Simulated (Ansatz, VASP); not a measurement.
One calculation of TeAu2S3, two programs

```
CELL_PARAMETERS angstrom
5.18095 0.00000 0.00000
-2.59047 4.48683 0.00000
0.00000 0.00000 6.60323
ATOMIC_POSITIONS crystal
Te 0.00000 0.00000 0.00000
S 0.48029 0.51971 0.50000
S 0.48029 0.96059 0.50000
S 0.03941 0.51971 0.50000
Au 0.66667 0.33333 0.79898
Au 0.66667 0.33333 0.20102
```

Alike in both runs: functional PBE; k mesh 2 × 2 × 3; occupations gaussian, width 0.15 eV; no spin polarisation.

Ansatz relaxed the structure, and its values are those at the end. VASP's run is a single point on that final structure, the one shown.

|  | VASP | Ansatz |
| --- | --- | --- |
| version | VASP 6.6.1 | Ansatz 0.2.0 |
| potentials or method | VASP PAW PBE potentials, release 64 (Te, S, Au), cutoff 500 eV | scalar-relativistic, plane waves, PAW |
| valence electrons in the cell | 46 | 72 |

```tsv
	VASP	Ansatz	Ansatz less VASP
gap on the k mesh at the Fermi level (eV)	none	none	-
pressure (GPa)	0.1	0.3	+0.16
rms of the force components (eV/Å)	0.019	0.020	+0.0016
```

A gap of «none» marks a metal or a gap that the smearing closes. VASP's potentials hold 46 valence electrons a cell and Ansatz's 72, so a difference there can come from the potentials and not from the codes.

The k mesh is coarse, so the values compare programs but aren't converged. Spin-orbit coupling is off throughout.
